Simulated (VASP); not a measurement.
# HfB (Fm-3m) in VASP: notebook

Aim: see how the results for HfB move with the level of theory and the settings. Levels: PBE, PBEsol+U. Tasks: single point.

Program: VASP 6.6.1. These are calculated values, not measurements. Logs are shortened: lines on timing, memory, paths and dates and some standing lists are left out, and cuts for length are marked.

### 1 The cell of the first run

It takes space group Fm-3m (No. 225, cubic). Conventional cell: a = 4.620 Å, b = 4.620 Å, c = 4.620 Å, α = 90.00°, β = 90.00°, γ = 90.00°. Hf (site symmetry m-3m) has 6 B at 2.31 Å within 3.1 Å. B (site symmetry m-3m) has 6 Hf at 2.31 Å within 3.1 Å.

### 2 Single point, PBE

The input, INCAR:

```
  PREC = Accurate
  ENCUT = 500
  EDIFF = 1E-6
  ISMEAR = -1
  SIGMA = 0.008617333262145177
  LREAL = False
  LASPH = True
  NELM = 120
  ALGO = Normal
  ISIF = 2
  LWAVE = False
  LCHARG = False
  GGA = PE
  NBANDS = 14
  ISYM = 0
  GGA_COMPAT = False
```

The input, KPOINTS:

```
Automatic mesh
0
Gamma
  2 2 2
  0.5 0.5 0.5
```

The input, POSCAR:

```
HfB
1.0
    0.0000000000      2.3100000000      2.3100000000
    2.3100000000      0.0000000000      2.3100000000
    2.3100000000      2.3100000000      0.0000000000
Hf B
1 1
Direct
    0.5000000000      0.5000000000      0.5000000000
    0.0000000000      0.0000000000      0.0000000000
```

Potentials or basis: VASP PAW PBE potentials, release 64 (Hf_pv, B).

On the command line:

```console
$ cat potpaw_PBE.64/Hf_pv/POTCAR potpaw_PBE.64/B/POTCAR > POTCAR
$ mpirun -np 1 vasp_std > vasp.out
```

OUTCAR:

```text
PREC = Accurate
   ENCUT = 500
   EDIFF = 1E-6
   ISMEAR = -1
   LREAL = False
   LASPH = True
   NELM = 120
   ISIF = 2
   GGA = PE
   ISYM = 0

 ion  position               nearest neighbor table
   1  0.500  0.500  0.500-   2 2.31   2 2.31   2 2.31   2 2.31   2 2.31   2 2.31
   2  0.000  0.000  0.000-   1 2.31   1 2.31   1 2.31   1 2.31   1 2.31   1 2.31

IMPORTANT INFORMATION: All symmetrisations will be switched off!
NOSYMM: (Re-)initialisation of all symmetry stuff for point group C_1.

----------------------------------------------------------------------------------------

                                     Primitive cell

  volume of cell :      24.6528

  direct lattice vectors                    reciprocal lattice vectors
     0.000000000  2.310000000  2.310000000    -0.216450216  0.216450216  0.216450216
     2.310000000  0.000000000  2.310000000     0.216450216 -0.216450216  0.216450216
     2.310000000  2.310000000  0.000000000     0.216450216  0.216450216 -0.216450216

  length of vectors
     3.266833329  3.266833329  3.266833329     0.374902772  0.374902772  0.374902772

  position of ions in fractional coordinates (direct lattice)
     0.500000000  0.500000000  0.500000000
     0.000000000  0.000000000  0.000000000

  ion indices of the primitive-cell ions
   primitive index   ion index
                 1           1
                 2           2

----------------------------------------------------------------------------------------

 KPOINTS: Automatic mesh

Automatic generation of k-mesh.
 Grid dimensions read from file:
 generate k-points for:    2    2    2

 Generating k-lattice:

  Cartesian coordinates                     Fractional coordinates (reciprocal lattice)
    -0.108225108  0.108225108  0.108225108     0.500000000  0.000000000  0.000000000
     0.108225108 -0.108225108  0.108225108     0.000000000  0.500000000  0.000000000
     0.108225108  0.108225108 -0.108225108     0.000000000  0.000000000  0.500000000

  Length of vectors
     0.187451386  0.187451386  0.187451386

  Shift w.r.t. Gamma in fractional coordinates (k-lattice)
     0.500000000  0.500000000  0.500000000

 Subroutine IBZKPT returns following result:
 ===========================================

 Found     16 irreducible k-points:

 Following reciprocal coordinates:
            Coordinates               Weight
  0.250000  0.250000  0.250000      2.000000
  0.250000  0.000000  0.000000      2.000000
  0.000000  0.000000 -0.250000      2.000000
  0.000000  0.250000  0.000000      2.000000
 -0.250000  0.250000  0.250000      2.000000
  0.250000 -0.250000  0.250000      2.000000
[... 8 lines left out ...]
  0.000000  0.250000  0.500000      2.000000
  0.500000  0.250000  0.000000      2.000000
   k-points           NKPTS =     16   k-points in BZ     NKDIM =     16   number of bands    NBANDS=     14
   number of dos      NEDOS =    301   number of ions     NIONS =      2
   total plane-waves  NPLWV =  13824
   dimension x,y,z NGX =    24 NGY =   24 NGZ =   24
   dimension x,y,z NGXF=    48 NGYF=   48 NGZF=   48
   ions per type =               1   1
   NGX,Y,Z   is equivalent  to a cutoff of  12.21, 12.21, 12.21 a.u.
   NGXF,Y,Z  is equivalent  to a cutoff of  24.43, 24.43, 24.43 a.u.
 SYSTEM =  unknown system
   PREC   = accura    normal or accurate (medium, high low for compatibility)
   ISTART =      0    job   : 0-new  1-cont  2-samecut
   ICHARG =      2    charge: 1-file 2-atom 10-const
   ISPIN  =      1    spin polarized calculation?
   LNONCOLLINEAR =      F non collinear calculations
   LSORBIT =      F    spin-orbit coupling
   LASPH  =      T    aspherical Exc in radial PAW
   ENCUT  =  500.0 eV  36.75 Ry    6.06 a.u.   5.96  5.96  5.96*2*pi/ulx,y,z
   NELM   =    120;   NELMIN=  2; NELMDL= -5     # of ELM steps
   EDIFF  = 0.1E-05   stopping-criterion for ELM
   LREAL  =      F    real-space projection
   EDIFFG = 0.1E-04   stopping-criterion for IOM
   NSW    =      0    number of steps for IOM
   IBRION =     -1    ionic relax: 0-MD 1-quasi-New 2-CG
   NFREE  =      0    steps in history (QN), initial steepest desc. (CG)
   ISIF   =      2    stress and relaxation
   ISYM   =      0    0-nonsym 1-usesym 2-fastsym
   POTIM  = 0.5000    time-step for ionic-motion
   TEBEG  =    0.0;   TEEND  =   0.0 temperature during run
   PSTRESS=    0.0 pullay stress
   NELECT =      13.0000    total number of electrons
   NUPDOWN=      -1.0000    fix difference up-down
   EMIN   =  10.00;   EMAX   =-10.00  energy-range for DOS
   EFERMI =   0.00;   METHOD = LEGACY
   ISMEAR =    -1;   SIGMA  =   0.01  broadening in eV -4-tet -1-fermi 0-gaus
   EFERMI_NEDOS =   21; number of points for ismear=-14 and -15
   IALGO  =     38    algorithm
   IMIX   =      4    mixing-type and parameters
     AMIX     =   0.40;   BMIX     =  1.00
     AMIX_MAG =   1.60;   BMIX_MAG =  1.00
  volume/ion in A,a.u.               =      12.33        83.18
  Fermi-wavevector in a.u.,A,eV,Ry     =   1.322617  2.499383 23.800871  1.749315
  Thomas-Fermi vector in A             =   2.452285
   LORBIT       =      0    0 simple, 1 ext, 2 COOP (PROOUT), +10 PAW based schemes
   GGA     = PE    functional components
   LHFCALC =     F    Hartree Fock is set to
   AEXX    =    0.0000 exact exchange contribution
   IVDW    =     0    specifies the selected vdW correction
   LEPSILON=     F    determine dielectric tensor
   LRPA    =     F    only Hartree local field effects (RPA)
 non-spin polarized calculation
  energy-cutoff  :      500.00
  volume of cell :       24.65
 maximum number of plane-waves:       626
   NGX = 11   NGY = 11   NGZ = 11

 number of electron      13.0000002 magnetization

 Free energy of the ion-electron system (eV)
  ---------------------------------------------------
  ext. energy  EPLUGINS =         0.00000000
  ---------------------------------------------------
  free energy    TOTEN  =       -16.39565254 eV

  energy without entropy =      -16.38667557  energy(sigma->0) =      -16.39116405

 E-fermi :   5.1344     XC(G=0): -12.3017

 val. band max:        5.0981724490   @ k =   0.0000   0.0000  -0.2500
 cond. band min:       5.1399435567   @ k =   0.2500   0.2500  -0.2500
 fundamental gap:      0.0417711078
 Fermi energy:         5.1343508805

 k-point     1 :       0.2500    0.2500    0.2500
  band No.  band energies     occupation
      1     -23.5349      2.00000
      2     -23.1949      2.00000
      3     -23.1949      2.00000
      4      -2.7997      2.00000
      5       4.1299      2.00000
      6       5.0982      1.97041
      7       5.0982      1.97040
      8       9.1631      0.00000
      9       9.1631      0.00000
     10      10.2893      0.00000
     11      14.9702      0.00000
     12      14.9702      0.00000
     13      18.5944      0.00000
     14      20.3144      0.00000

 k-point     2 :       0.2500    0.0000    0.0000
  band No.  band energies     occupation
      1     -23.5349      2.00000
      2     -23.1949      2.00000
      3     -23.1949      2.00000
      4      -2.7997      2.00000
      5       4.1299      2.00000
      6       5.0982      1.97041
      7       5.0982      1.97040
      8       9.1631      0.00000
      9       9.1631      0.00000
     10      10.2893      0.00000
     11      14.9702      0.00000
     12      14.9702      0.00000
     13      18.5944      0.00000
     14      20.3144      0.00000

 k-point     3 :       0.0000    0.0000   -0.2500
  band No.  band energies     occupation
      1     -23.5349      2.00000
      2     -23.1949      2.00000
      3     -23.1949      2.00000
      4      -2.7997      2.00000
      5       4.1299      2.00000
      6       5.0982      1.97041
      7       5.0982      1.97040
      8       9.1631      0.00000
      9       9.1631      0.00000
     10      10.2893      0.00000
     11      14.9702      0.00000
     12      14.9702      0.00000
     13      18.5944      0.00000
     14      20.3144      0.00000

 k-point     4 :       0.0000    0.2500    0.0000
  band No.  band energies     occupation
      1     -23.5349      2.00000
      2     -23.1949      2.00000
      3     -23.1949      2.00000
      4      -2.7997      2.00000
      5       4.1299      2.00000
      6       5.0982      1.97041
      7       5.0982      1.97040
      8       9.1631      0.00000
      9       9.1631      0.00000
     10      10.2893      0.00000
     11      14.9702      0.00000
     12      14.9702      0.00000
     13      18.5944      0.00000
     14      20.3144      0.00000

 k-point     5 :      -0.2500    0.2500    0.2500
  band No.  band energies     occupation
      1     -23.7552      2.00000
      2     -23.4341      2.00000
      3     -23.3255      2.00000
      4      -0.6535      2.00000
      5       2.2727      2.00000
      6       3.9936      2.00000
      7       5.1399      0.68643
      8       8.5262      0.00000
      9      12.1980      0.00000
     10      12.7770      0.00000
     11      15.0727      0.00000
[... 140 lines left out ...]
 k-point    14 :       0.5000   -0.2500    0.5000
  band No.  band energies     occupation
      1     -23.7552      2.00000
      2     -23.4341      2.00000
      3     -23.3255      2.00000
      4      -0.6535      2.00000
      5       2.2727      2.00000
      6       3.9936      2.00000
      7       5.1399      0.68639
      8       8.5262      0.00000
      9      12.1980      0.00000
     10      12.7770      0.00000
     11      15.0727      0.00000
     12      16.8585      0.00000
     13      18.5581      0.00000
     14      20.2716      0.00000

 k-point    15 :       0.0000    0.2500    0.5000
  band No.  band energies     occupation
      1     -23.7552      2.00000
      2     -23.4341      2.00000
      3     -23.3255      2.00000
      4      -0.6535      2.00000
      5       2.2727      2.00000
      6       3.9936      2.00000
      7       5.1399      0.68637
      8       8.5262      0.00000
      9      12.1980      0.00000
     10      12.7770      0.00000
     11      15.0727      0.00000
     12      16.8585      0.00000
     13      18.5581      0.00000
     14      20.2716      0.00000

 k-point    16 :       0.5000    0.2500    0.0000
  band No.  band energies     occupation
      1     -23.7552      2.00000
      2     -23.4341      2.00000
      3     -23.3255      2.00000
      4      -0.6535      2.00000
      5       2.2727      2.00000
      6       3.9936      2.00000
      7       5.1399      0.68637
      8       8.5262      0.00000
      9      12.1980      0.00000
     10      12.7770      0.00000
     11      15.0727      0.00000
     12      16.8585      0.00000
     13      18.5581      0.00000
     14      20.2716      0.00000

------------------------ aborting loop because EDIFF is reached ----------------------------------------

  FORCE on cell =-STRESS in cart. coord.  units (eV):
  Direction    XX          YY          ZZ          XY          YZ          ZX
  --------------------------------------------------------------------------------------
  -------------------------------------------------------------------------------------
  Total        5.5161790      5.5161809      5.5161791     -0.0000423     -0.0000368     -0.0000138
  in kB      358.4949152    358.4950334    358.4949208     -0.0027487     -0.0023919     -0.0008996
  external PRESSURE =     358.4949565 kB  Pullay stress =       0.0000000 kB

 VOLUME and BASIS-vectors are now :
 -----------------------------------------------------------------------------
  energy-cutoff  :      500.00
  volume of cell :       24.65
      direct lattice vectors                 reciprocal lattice vectors
     0.000000000  2.310000000  2.310000000    -0.216450216  0.216450216  0.216450216
     2.310000000  0.000000000  2.310000000     0.216450216 -0.216450216  0.216450216
     2.310000000  2.310000000  0.000000000     0.216450216  0.216450216 -0.216450216

 POSITION                                       TOTAL-FORCE (eV/Angst)
 -----------------------------------------------------------------------------------
      2.31000      2.31000      2.31000         0.000000      0.000000     -0.000000
      0.00000      0.00000      0.00000        -0.000000     -0.000000      0.000000
 -----------------------------------------------------------------------------------
    total drift:                                0.000000     -0.000000     -0.000000

  FREE ENERGIE OF THE ION-ELECTRON SYSTEM (eV)
  ---------------------------------------------------
  free  energy   TOTEN  =       -16.3956525364 eV

  energy  without entropy=      -16.3866755722  energy(sigma->0) =      -16.39116405
```

Run time: 7.8 s. Hardware: 1 thread of Intel Xeon Platinum 8375C at 2.90GHz (Ice Lake), shared host; peak memory 0.13 GiB.

What came out:

```yaml
Free_energy: -16.3957 eV
Pressure: 35.8 GPa
```

Levels at points of the mesh, in eV from the Fermi level:
| k point | band 4 | band 5 | band 6 | band 7 | band 8 | band 9 |
| --- | --- | --- | --- | --- | --- | --- |
| (0.25, 0.25, 0.25) | -7.93 | -1.00 | -0.04 | -0.04 | 4.03 | 4.03 |

Caveat: the k points lie up to 1.18 Å⁻¹ apart; spin-orbit coupling is left out, which moves the levels of the heavy elements.

### 3 Single point, PBE

The input, INCAR:

```
SYSTEM = HfB
  PREC = Accurate
  ENCUT = 500
  EDIFF = 1E-6
  ISMEAR = 0
  SIGMA = 0.1
  LREAL = .False.
  LASPH = .True.
  NELM = 120
  ALGO = Normal
  ISIF = 2
  LWAVE = .False.
  LCHARG = .False.
  GGA = PE
  ISYM = 0
  NBANDS = 14
  GGA_COMPAT = .False.
```

The input, KPOINTS:

```
Automatic mesh
0
Gamma
  6 1 1
  0 0 0
```

POSCAR is that of step 2.

Potentials or basis: VASP PAW PBE potentials, release 64 (Hf_pv, B).

On the command line:

```console
$ cat potpaw_PBE.64/Hf_pv/POTCAR potpaw_PBE.64/B/POTCAR > POTCAR
$ mpirun -np 1 vasp_std > vasp.out
```

Run time: 5 s. Hardware: 1 thread of Intel Xeon Platinum 8375C at 2.90GHz (Ice Lake), shared host; peak memory 0.13 GiB.

The run converged, but its numbers aren't listed here, since they failed a check.

Caveat: the k points lie up to 2.36 Å⁻¹ apart; spin-orbit coupling is left out, which moves the levels of the heavy elements.

(Continued in part 2 of 2.)
